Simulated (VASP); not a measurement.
Runs of VASP 6.6.1 on Al2Cu. The structure is that of space group I4/mmm (No. 139), or close to it. The cells are those of the table. 

```csv
cell,gap on the mesh (eV),pressure (GPa)
"a = 3.955 Å, angles 118.3, 118.3, 92.9°, 3 atoms",none,6.1
"a = 3.857 Å, angles 116.6, 116.6, 96.0°, 3 atoms",none,14.7
"a = 4.262 Å, angles 123.2, 123.2, 84.5°, 3 atoms",none,(a)
"a = 3.906 Å, angles 117.5, 117.5, 94.5°, 3 atoms",none,10.1
```

Alike in all rows: task single point; level r2SCAN; potentials or basis VASP PAW PBE potentials, release 64 (Al, Cu); no spin polarisation; k mesh 16 × 16 × 16; cutoff (eV) 520; smearing gaussian 0.15 eV.

Question: Fill in the values left out.

Answer: (a) -7.9.

Caveats: the PAW data sets were made with another functional, which shifts forces and pressure a little; the stress differs along the axes, from 4 to 11 GPa (at least some runs); the stress differs along the axes, from 9 to 27 GPa (at least some runs); the stress differs along the axes, from -12 to -6 GPa (at least some runs); the stress differs along the axes, from 6 to 18 GPa (at least some runs).

A gap of «none» marks levels without a gap at the run's occupations.
